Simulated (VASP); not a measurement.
# Ga2O3 (C2/m) in VASP: settings compared

Ga2O3 is run at these levels: RPBE, LDA, PBEsol, PBE+D3(BJ); tasks: single point.

All numbers are computed with VASP 6.6.1; they aren't measurements. Logs are shortened: lines on timing, memory, paths and dates and some standing lists are left out, and cuts for length are marked.

### Step 1. The cell of the first run

It takes space group C2/m (No. 12, monoclinic). The conventional cell has a = 12.214 Å, b = 3.037 Å, c = 5.798 Å, α = 90.00°, β = 103.83°, γ = 90.00°. Within 2.6 Å of Ga (site symmetry m) lie 6 O at 1.94 to 2.07 Å. Within 2.4 Å of Ga (site symmetry m) lie 4 O at 1.83 to 1.86 Å. O (site symmetry m) has 3 Ga at 1.83 to 1.94 Å within 2.4 Å. Within 2.5 Å of O (site symmetry m) lie 4 Ga at 1.86 to 2.07 Å. Within 2.4 Å of O (site symmetry m) lie 3 Ga at 1.83 to 1.94 Å.

### Step 2. Single point, RPBE

INCAR reads:

```
PREC = Accurate
ENCUT = 520
EDIFF = 1E-6
ISMEAR = -1
SIGMA = 0.05
LREAL = False
LASPH = True
NELM = 100
ALGO = Normal
ISIF = 2
LWAVE = False
LCHARG = True
GGA = RP
LELF = True
LVHAR = True
NBANDS = 55
```

KPOINTS reads:

```
Automatic mesh
0
Gamma
  9 9 5
```

POSCAR reads:

```
Ga2O3
1.0
    6.1070000000     -1.5185500000      0.0000000000
    6.1070000000      1.5185500000      0.0000000000
   -1.3859888959      0.0000000000      5.6300087380
Ga O
4 6
Direct
    0.3413400000      0.3413400000      0.6859800000
    0.6586600000      0.6586600000      0.3140200000
    0.9095000000      0.9095000000      0.2054000000
    0.0905000000      0.0905000000      0.7946000000
    0.5041000000      0.5041000000      0.7434000000
    0.4959000000      0.4959000000      0.2566000000
    0.8267000000      0.8267000000      0.4368000000
    0.1733000000      0.1733000000      0.5632000000
    0.8355000000      0.8355000000      0.8902000000
    0.1645000000      0.1645000000      0.1098000000
```

Potentials or basis: VASP PAW PBE potentials, release 64 (Ga_d, O).

Command:

```console
$ cat potpaw_PBE.64/Ga_d/POTCAR potpaw_PBE.64/O/POTCAR > POTCAR
$ mpirun -np 1 vasp_std > vasp.out
```

OUTCAR:

```text
PREC = Accurate
   ENCUT = 520
   EDIFF = 1E-6
   ISMEAR = -1
   LREAL = False
   LASPH = True
   NELM = 100
   ISIF = 2
   GGA = RP

 ion  position               nearest neighbor table
   1  0.341  0.341  0.686-   5 1.94   9 1.94   9 1.94   8 2.01   7 2.07   7 2.07
   2  0.659  0.659  0.314-   6 1.94  10 1.94  10 1.94   7 2.01   8 2.07   8 2.07
   3  0.910  0.910  0.205-   6 1.83   6 1.83   9 1.83   7 1.86
   4  0.090  0.090  0.795-   5 1.83   5 1.83  10 1.83   8 1.86
   5  0.504  0.504  0.743-   4 1.83   4 1.83   1 1.94
   6  0.496  0.496  0.257-   3 1.83   3 1.83   2 1.94
   7  0.827  0.827  0.437-   3 1.86   2 2.01   1 2.07   1 2.07
   8  0.173  0.173  0.563-   4 1.86   1 2.01   2 2.07   2 2.07
   9  0.836  0.836  0.890-   3 1.83   1 1.94   1 1.94
  10  0.164  0.164  0.110-   4 1.83   2 1.94   2 1.94

  LATTYP: Found a base centered monoclinic cell.
 ALAT       =    12.2140000000
 B/A-ratio  =     0.2486572785
 C/A-ratio  =     0.4747093499
 COS(beta)  =    -0.2390419096

  Lattice vectors:

 A1 = (   6.1070000000,  -1.5185500000,   0.0000000000)
 A2 = (   6.1070000000,   1.5185500000,   0.0000000000)
 A3 = (  -1.3859888959,   0.0000000000,   5.6300087380)

Analysis of symmetry for initial positions (statically):
=====================================================================
 Subroutine PRICEL returns:
 Original cell was already a primitive cell.

 Routine SETGRP: Setting up the symmetry group for a
 base centered monoclinic supercell.

 Subroutine GETGRP returns: Found  4 space group operations
 (whereof  4 operations were pure point group operations)
 out of a pool of  4 trial point group operations.

The static configuration has the point symmetry C_2h.

Analysis of symmetry for dynamics (positions and initial velocities):
=====================================================================
 Subroutine PRICEL returns:
 Original cell was already a primitive cell.

 Routine SETGRP: Setting up the symmetry group for a
 base centered monoclinic supercell.

 Subroutine GETGRP returns: Found  4 space group operations
 (whereof  4 operations were pure point group operations)
 out of a pool of  4 trial point group operations.

The dynamic configuration has the point symmetry C_2h.

 Subroutine INISYM returns: Found  4 space group operations
 (whereof  4 operations are pure point group operations),
 and found     1 'primitive' translations

----------------------------------------------------------------------------------------

                                     Primitive cell

  volume of cell :     104.4230

  direct lattice vectors                    reciprocal lattice vectors
     6.107000000 -1.518550000  0.000000000     0.081873260 -0.329261467  0.020155462
     6.107000000  1.518550000  0.000000000     0.081873260  0.329261467  0.020155462
    -1.385988896  0.000000000  5.630008738     0.000000000  0.000000000  0.177619618

  length of vectors
     6.292967750  6.292967750  5.798100000     0.339886138  0.339886138  0.177619618

  position of ions in fractional coordinates (direct lattice)
     0.341340000  0.341340000  0.685980000
     0.658660000  0.658660000  0.314020000
     0.909500000  0.909500000  0.205400000
     0.090500000  0.090500000  0.794600000
     0.504100000  0.504100000  0.743400000
     0.495900000  0.495900000  0.256600000
     0.826700000  0.826700000  0.436800000
     0.173300000  0.173300000  0.563200000
     0.835500000  0.835500000  0.890200000
     0.164500000  0.164500000  0.109800000

  ion indices of the primitive-cell ions
   primitive index   ion index
                 1           1
                 2           2
                 3           3
                 4           4
                 5           5
                 6           6
                 7           7
                 8           8
                 9           9
                10          10

----------------------------------------------------------------------------------------

 KPOINTS: Automatic mesh

Automatic generation of k-mesh.
 Grid dimensions read from file:
 generate k-points for:    9    9    5

 Generating k-lattice:

  Cartesian coordinates                     Fractional coordinates (reciprocal lattice)
     0.009097029 -0.036584607  0.002239496     0.111111111  0.000000000  0.000000000
     0.009097029  0.036584607  0.002239496     0.000000000  0.111111111  0.000000000
     0.000000000  0.000000000  0.035523924     0.000000000  0.000000000  0.200000000

  Length of vectors
     0.037765126  0.037765126  0.035523924

  Shift w.r.t. Gamma in fractional coordinates (k-lattice)
     0.000000000  0.000000000  0.000000000

 Subroutine IBZKPT returns following result:
 ===========================================

 Found    115 irreducible k-points:

 Following reciprocal coordinates:
            Coordinates               Weight
  0.000000  0.000000  0.000000      1.000000
  0.111111  0.000000  0.000000      4.000000
[... 45 lines left out ...]
     AMIX     =   0.40;   BMIX     =  1.00
     AMIX_MAG =   1.60;   BMIX_MAG =  1.00
  volume/ion in A,a.u.               =      10.44        70.47
  Fermi-wavevector in a.u.,A,eV,Ry     =   1.546335  2.922150 32.533613  2.391153
  Thomas-Fermi vector in A             =   2.651586
   LORBIT       =      0    0 simple, 1 ext, 2 COOP (PROOUT), +10 PAW based schemes
   GGA     = RP    functional components
   LHFCALC =     F    Hartree Fock is set to
   AEXX    =    0.0000 exact exchange contribution
   IVDW    =     0    specifies the selected vdW correction
   LEPSILON=     F    determine dielectric tensor
   LRPA    =     F    only Hartree local field effects (RPA)
 non-spin polarized calculation
  energy-cutoff  :      520.00
  volume of cell :      104.42
 maximum number of plane-waves:      2841
   NGX = 23   NGY = 23   NGZ = 21

 number of electron      88.0000020 magnetization

 Free energy of the ion-electron system (eV)
  ---------------------------------------------------
  ext. energy  EPLUGINS =         0.00000000
  ---------------------------------------------------
  free energy    TOTEN  =       -55.38681405 eV

  energy without entropy =      -55.38681405  energy(sigma->0) =      -55.38681405

 E-fermi :   5.2190     XC(G=0): -11.3802

 val. band max:        4.0489485701   @ k =  -0.4444   0.4444   0.4000
 cond. band min:       6.5777923979   @ k =   0.0000   0.0000   0.0000
 fundamental gap:      2.5288438278
 Fermi energy:         5.2190262416

 k-point     1 :       0.0000    0.0000    0.0000
  band No.  band energies     occupation
      1     -14.9654      2.00000
      2     -13.8193      2.00000
      3     -13.7852      2.00000
      4     -13.6596      2.00000
      5     -13.1948      2.00000
      6     -13.1781      2.00000
[... 47 lines left out ...]
     54      16.5530      0.00000
     55      16.8740      0.00000

 k-point     2 :       0.1111    0.0000    0.0000
  band No.  band energies     occupation
      1     -14.8701      2.00000
      2     -13.7922      2.00000
      3     -13.7782      2.00000
      4     -13.5942      2.00000
      5     -13.1969      2.00000
      6     -13.1784      2.00000
[... 47 lines left out ...]
     54      15.8289      0.00000
     55      16.0501      0.00000

 k-point     3 :       0.2222   -0.0000    0.0000
  band No.  band energies     occupation
      1     -14.6067      2.00000
      2     -13.7566      2.00000
      3     -13.6874      2.00000
      4     -13.4844      2.00000
      5     -13.1990      2.00000
      6     -13.1790      2.00000
[... 1152 lines left out ...]
 k-point    23 :      -0.3333    0.3333    0.0000
  band No.  band energies     occupation
      1     -14.0143      2.00000
      2     -13.9858      2.00000
      3     -13.5535      2.00000
      4     -13.4367      2.00000
      5     -13.1771      2.00000
      6     -13.1764      2.00000
[... 47 lines left out ...]
     54      15.5250      0.00000
     55      15.6926      0.00000

 k-point    24 :       0.4444    0.4444    0.0000
  band No.  band energies     occupation
      1     -14.6449      2.00000
      2     -14.4191      2.00000
      3     -13.7987      2.00000
      4     -13.3940      2.00000
      5     -13.2014      2.00000
      6     -13.1832      2.00000
[... 47 lines left out ...]
     54      16.4101      0.00000
     55      16.6570      0.00000

 [... further k-points ...]

------------------------ aborting loop because EDIFF is reached ----------------------------------------

  FORCE on cell =-STRESS in cart. coord.  units (eV):
  Direction    XX          YY          ZZ          XY          YZ          ZX
  --------------------------------------------------------------------------------------
  -------------------------------------------------------------------------------------
  Total        9.4397934     10.2062556      9.3066332      0.0000000      0.0000000      0.1336839
  in kB      144.8361560    156.5960995    142.7930589      0.0000000      0.0000000      2.0511323
  external PRESSURE =     148.0751048 kB  Pullay stress =       0.0000000 kB

 VOLUME and BASIS-vectors are now :
 -----------------------------------------------------------------------------
  energy-cutoff  :      520.00
  volume of cell :      104.42
      direct lattice vectors                 reciprocal lattice vectors
     6.107000000 -1.518550000  0.000000000     0.081873260 -0.329261467  0.020155462
     6.107000000  1.518550000  0.000000000     0.081873260  0.329261467  0.020155462
    -1.385988896  0.000000000  5.630008738     0.000000000  0.000000000  0.177619618

 POSITION                                       TOTAL-FORCE (eV/Angst)
 -----------------------------------------------------------------------------------
      3.21837      0.00000      3.86207         0.036747      0.000000     -0.052897
      7.60965      0.00000      1.76794        -0.036747      0.000000      0.052897
     10.82395      0.00000      1.15640        -0.118928      0.000000     -0.078548
      0.00406      0.00000      4.47360         0.118928      0.000000      0.078548
      5.12673      0.00000      4.18535        -0.166692      0.000000     -0.065575
      5.70128      0.00000      1.44466         0.166692      0.000000      0.065575
      9.49191      0.00000      2.45919         0.074067      0.000000      0.024634
      1.33610      0.00000      3.17082        -0.074067      0.000000     -0.024634
      8.97099      0.00000      5.01183        -0.294972      0.000000      0.137209
      1.85702      0.00000      0.61817         0.294972      0.000000     -0.137209
 -----------------------------------------------------------------------------------
    total drift:                                0.000000      0.000000      0.000000

  FREE ENERGIE OF THE ION-ELECTRON SYSTEM (eV)
  ---------------------------------------------------
  free  energy   TOTEN  =       -55.3868140468 eV

  energy  without entropy=      -55.3868140468  energy(sigma->0) =      -55.38681405
```

Wall time 10 min (1 thread of Intel Xeon 6975P-C (Granite Rapids), shared host); peak memory 0.63 GiB.

Results:

| Quantity | Value |
| --- | --- |
| Free energy | -55.3868 eV |
| Pressure | 14.8 GPa |
| Largest force | 0.325 eV/Å |
| Band gap on the k mesh | 2.53 eV (least direct gap 2.55 eV) |

Forces on the atoms (eV/Å):
```
Ga   0.037  0.000 -0.053
Ga  -0.037  0.000  0.053
Ga  -0.119  0.000 -0.079
Ga   0.119  0.000  0.079
O   -0.167  0.000 -0.066
O    0.167  0.000  0.066
O    0.074  0.000  0.025
O   -0.074  0.000 -0.025
O   -0.295  0.000  0.137
O    0.295  0.000 -0.137
```

Caveat: the cell stands under pressure; the PAW data sets were made with another functional, which shifts forces and pressure a little. A k mesh can miss the band edges.

### Step 3. Single point, LDA

This run uses another cell than the first one, of 10.24 Å³/atom.

INCAR reads:

```
SYSTEM = Ga2O3
ALGO = Normal
EDIFF = 1E-7
ENCUT = 520
GGA = CA
ISIF = 2
ISMEAR = -1
LASPH = .TRUE.
LCHARG = .FALSE.
LREAL = .FALSE.
LWAVE = .FALSE.
NBANDS = 55
NELM = 60
PREC = Accurate
SIGMA = 0.05
```

KPOINTS reads:

```
k-points
0
G
  7 7 4
  0 0 0
```

POSCAR reads:

```
Ga2O3
1.0
    6.0706143666     -1.5088283863      0.0063818910
    6.0706143666      1.5088283863      0.0063818910
   -1.3718477159      0.0000000000      5.5860103028
Ga O
4 6
Direct
    0.3409297441      0.3409297441      0.6860318606
    0.6590702559      0.6590702559      0.3139681394
    0.9094882628      0.9094882628      0.2052660925
    0.0905117372      0.0905117372      0.7947339075
    0.5034529908      0.5034529908      0.7441157826
    0.4965470092      0.4965470092      0.2558842174
    0.8268724999      0.8268724999      0.4378499933
    0.1731275001      0.1731275001      0.5621500067
    0.8342898618      0.8342898618      0.8908648223
    0.1657101382      0.1657101382      0.1091351777
```

Potentials or basis: VASP PAW LDA potentials, release 64 (Ga_d, O).

Command:

```console
$ cat potpaw_LDA.64/Ga_d/POTCAR potpaw_LDA.64/O/POTCAR > POTCAR
$ mpirun -np 1 vasp_std > vasp.out
```

Wall time 4.7 min (1 thread of Intel Xeon 6975P-C (Granite Rapids), shared host); peak memory 0.42 GiB.

Results (log left out):

- Free energy: -68.2279 eV
- Pressure: 1.5 GPa
- Largest force: 0.067 eV/Å
- Band gap on the k mesh: 2.50 eV (least direct gap 2.51 eV)

Forces in eV/Å, atoms in the order of the input:
```
Ga   0.023  0.000 -0.032
Ga  -0.023  0.000  0.032
Ga  -0.034  0.000 -0.005
Ga   0.034  0.000  0.005
O   -0.063  0.000 -0.023
O    0.063  0.000  0.023
O   -0.002  0.000  0.037
O    0.002  0.000 -0.037
O   -0.046  0.000 -0.006
O    0.046  0.000  0.006
```

Stress tensor (GPa, compression positive):
```
1.38 0.00 0.03
0.00 1.74 0.00
0.03 0.00 1.49
```

Levels at points of the mesh, in eV from the valence-band top:
```csv
k point,band 40,band 41,band 42,band 43,band 44,band 45,band 46,band 47,band 48,band 49
"(0.00, 0.00, 0.00)",-0.69,-0.69,-0.51,-0.29,-0.01,2.50,5.68,6.63,6.81,7.70
"(0.00, 0.00, 0.50)",-1.45,-0.72,-0.66,-0.50,-0.30,4.86,4.95,6.79,7.20,7.69
```

A k mesh can miss the band edges. LDA gaps usually lie below the measured ones, often by a third to a half.

### Step 4. Single point, PBEsol

This run uses another cell than the first one, of 10.56 Å³/atom.

INCAR reads:

```
SYSTEM = Ga2O3
ALGO = Normal ; EDIFF = 1E-6
ENCUT = 520 ; GGA = PS
ISIF = 2 ; ISMEAR = -1
LASPH = .TRUE. ; LCHARG = .FALSE.
LREAL = .FALSE. ; LWAVE = .FALSE.
NBANDS = 55 ; NELM = 60
PREC = Accurate ; SIGMA = 0.05
```

KPOINTS is that of step 3.

POSCAR reads:

```
Ga2O3
1.0
    6.1387652642     -1.5237104854      0.0087472991
    6.1387652642      1.5237104854      0.0087472991
   -1.3851339644      0.0000000000      5.6432431442
Ga O
4 6
Direct
    0.3412262452      0.3412262452      0.6856433635
    0.6587737548      0.6587737548      0.3143566365
    0.9095443675      0.9095443675      0.2047323104
    0.0904556325      0.0904556325      0.7952676896
    0.5037304889      0.5037304889      0.7441327396
    0.4962695111      0.4962695111      0.2558672604
    0.8267692226      0.8267692226      0.4372302792
    0.1732307774      0.1732307774      0.5627697208
    0.8347276753      0.8347276753      0.8905779806
    0.1652723247      0.1652723247      0.1094220194
```

Potentials or basis: VASP PAW PBE potentials, release 64 (Ga_d, O).

Command:

```console
$ cat potpaw_PBE.64/Ga_d/POTCAR potpaw_PBE.64/O/POTCAR > POTCAR
$ mpirun -np 1 vasp_std > vasp.out
```

Run time: 4.7 min. Hardware: 1 thread of Intel Xeon 6975P-C (Granite Rapids), shared host; peak memory 0.47 GiB.

The run converged. Its results:

| Property | Result |
| --- | --- |
| Free energy | -63.8952 eV |
| Pressure | 0.3 GPa |
| Largest force | 0.018 eV/Å |
| Band gap on the k mesh | 2.23 eV (least direct gap 2.24 eV) |

Forces on the atoms (eV/Å):
```
Ga   0.010  0.000  0.011
Ga  -0.010  0.000 -0.011
Ga  -0.003  0.000 -0.001
Ga   0.003  0.000  0.001
O    0.001  0.000 -0.004
O   -0.001  0.000  0.004
O    0.015  0.000 -0.010
O   -0.015  0.000  0.010
O   -0.006  0.000  0.012
O    0.006  0.000 -0.012
```

Stress tensor (GPa, compression positive):
```
0.18 0.00 0.02
0.00 0.36 0.00
0.02 0.00 0.21
```

Levels at points of the mesh, in eV from the valence-band top:
```tsv
k point	band 42	band 43	band 44	band 45	band 46	band 47
(0.00, 0.00, 0.00)	-0.49	-0.29	-0.02	2.23	5.53	6.54
(0.00, 0.00, 0.50)	-0.65	-0.51	-0.30	4.61	4.75	6.57
```

Caveat: the PAW data sets were made with another functional, which shifts forces and pressure a little.

### Step 5. Single point, PBE+D3(BJ)

This run uses another cell than the first one, of 10.23 Å³/atom.

INCAR reads:

```
SYSTEM = Ga2O3
PREC = Accurate
ENCUT = 520
EDIFF = 1E-6
ISMEAR = -1
SIGMA = 0.05
LREAL = .FALSE.
LASPH = .TRUE.
NELM = 80
ALGO = Normal
ISIF = 2
LWAVE = .FALSE.
LCHARG = .FALSE.
GGA = PE
IVDW = 12
NBANDS = 55
```

KPOINTS reads:

```
regular mesh
0
G
  9 9 5
  0 0 0
```

POSCAR reads:

```
Ga2O3
1.0
    6.0660121878     -1.5083580822      0.0000000000
    6.0660121878      1.5083580822      0.0000000000
   -1.3766866767      0.0000000000      5.5922223059
Ga O
4 6
Direct
    0.3413400000      0.3413400000      0.6859800000
    0.6586600000      0.6586600000      0.3140200000
    0.9095000000      0.9095000000      0.2054000000
    0.0905000000      0.0905000000      0.7946000000
    0.5041000000      0.5041000000      0.7434000000
    0.4959000000      0.4959000000      0.2566000000
    0.8267000000      0.8267000000      0.4368000000
    0.1733000000      0.1733000000      0.5632000000
    0.8355000000      0.8355000000      0.8902000000
    0.1645000000      0.1645000000      0.1098000000
```

Command:

```console
$ cat potpaw_PBE.64/Ga_d/POTCAR potpaw_PBE.64/O/POTCAR > POTCAR
$ mpirun -np 1 vasp_std > vasp.out
```

Run time: 18 min. Hardware: 1 thread of Intel Xeon Platinum 8259CL at 2.50GHz (Skylake/Cascade Lake), shared host; peak memory 0.63 GiB.

Results (log left out):

```
Free energy                : -61.3852 eV
Pressure                   : 11.6 GPa
Largest force              : 0.356 eV/Å
Band gap on the k mesh     : 2.61 eV (least direct gap 2.63 eV)
Dispersion energy per atom : -0.205 eV
```

Forces in eV/Å, atoms in the order of the input:
```
Ga   0.035  0.000 -0.096
Ga  -0.035  0.000  0.096
Ga  -0.172  0.000 -0.063
Ga   0.172  0.000  0.063
O   -0.256  0.000 -0.096
O    0.256  0.000  0.096
O    0.054  0.000  0.076
O   -0.054  0.000 -0.076
O   -0.340  0.000  0.105
O    0.340  0.000 -0.105
```

Stress tensor (GPa, compression positive):
```
11.04  0.00  0.24
 0.00 12.67  0.00
 0.24  0.00 11.00
```

Levels at points of the mesh, in eV from the valence-band top:
| k point | band 40 | band 41 | band 42 | band 43 | band 44 | band 45 | band 46 | band 47 | band 48 | band 49 |
| --- | --- | --- | --- | --- | --- | --- | --- | --- | --- | --- |
| (0.00, 0.00, 0.00) | -0.66 | -0.65 | -0.48 | -0.28 | -0.02 | 2.61 | 5.89 | 6.88 | 7.00 | 7.94 |

Caveat: the cell stands under pressure.

### Step 6. Summary

```tsv
level	potentials or basis	cell	k mesh	gap on the mesh (eV)	pressure (GPa)	largest force (eV/Å)
RPBE	VASP PAW PBE potentials, release 64 (Ga_d, O)	a = 6.293, b = 6.293, c = 5.798 Å, angles 103.4, 103.4, 27.9°, 10 atoms, atomic positions A	9 × 9 × 5	2.53	14.8	0.33
LDA	VASP PAW LDA potentials, release 64 (Ga_d, O)	a = 6.255, b = 6.255, c = 5.752 Å, angles 103.3, 103.3, 27.9°, 10 atoms, atomic positions B	7 × 7 × 4	2.50	1.5	0.07
PBEsol	VASP PAW PBE potentials, release 64 (Ga_d, O)	a = 6.325, b = 6.325, c = 5.811 Å, angles 103.3, 103.3, 27.9°, 10 atoms, atomic positions C	7 × 7 × 4	2.23	0.3	0.02
PBE+D3(BJ)	VASP PAW PBE potentials, release 64 (Ga_d, O)	a = 6.251, b = 6.251, c = 5.759 Å, angles 103.4, 103.4, 27.9°, 10 atoms, atomic positions A	9 × 9 × 5	2.61	11.6	0.36
```

Alike in all rows: task single point; no spin polarisation; cutoff (eV) 520; smearing fermi-dirac 0.05 eV.

Caveats: the cell stands under pressure (at least some runs); the PAW data sets were made with another functional, which shifts forces and pressure a little (at least some runs).

Absolute energies hang on the potentials; compare differences alone.
